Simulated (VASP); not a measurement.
Input of a VASP 6.6.1 run:

Contents of INCAR:

```
SYSTEM = Ru
PREC     = Accurate       ! precision mode
ENCUT    = 520            ! plane-wave cutoff, eV
EDIFF    = 1E-6           ! SCF threshold, eV
ISMEAR   = 0              ! smearing method
SIGMA    = 0.1            ! smearing width, eV
LREAL    = .FALSE.        ! projectors in reciprocal space
LASPH    = .TRUE.         ! aspherical terms in the spheres
NELM     = 100            ! most SCF steps
ALGO     = Normal         ! electronic algorithm
ISIF     = 2              ! what is computed and relaxed
LWAVE    = .FALSE.        ! write WAVECAR
LCHARG   = .FALSE.        ! write CHGCAR
GGA      = PE             ! functional
NBANDS   = 36             ! bands
```

KPOINTS

```
regular mesh
0
G
  6 6 2
  0 0 0
```

The input POSCAR:

```
Ru
1.0
    3.7050552301      0.0000000000      0.0000000000
   -1.8525276151      3.2086719517      0.0000000000
    0.0000000000      0.0000000000      5.4392114802
Ru
4
Direct
    0.0000000000      0.0000000000     -0.1230107478
    0.0000000000      0.0000000000      0.3769892522
    0.3333333333      0.6666666667      0.1280107478
    0.6666666667      0.3333333333      0.6280107478
```

Potentials or basis: VASP PAW PBE potentials, release 64 (Ru_pv).

Command:

```bash
$ cat potpaw_PBE.64/Ru_pv/POTCAR > POTCAR
$ mpirun -np 1 vasp_std > vasp.out
```

Predict the band gap on the k mesh.

zero (bands 28 and 29 overlap by 0.69 eV).

Estimate the pressure.

0.0 GPa.

Stress tensor (GPa, compression positive):
```
-0.05  0.00  0.00
 0.00 -0.05  0.00
 0.00  0.00  0.07
```

Caveat: the k points lie up to 0.58 Å⁻¹ apart, too coarse for converged energies and pressures of a metal.
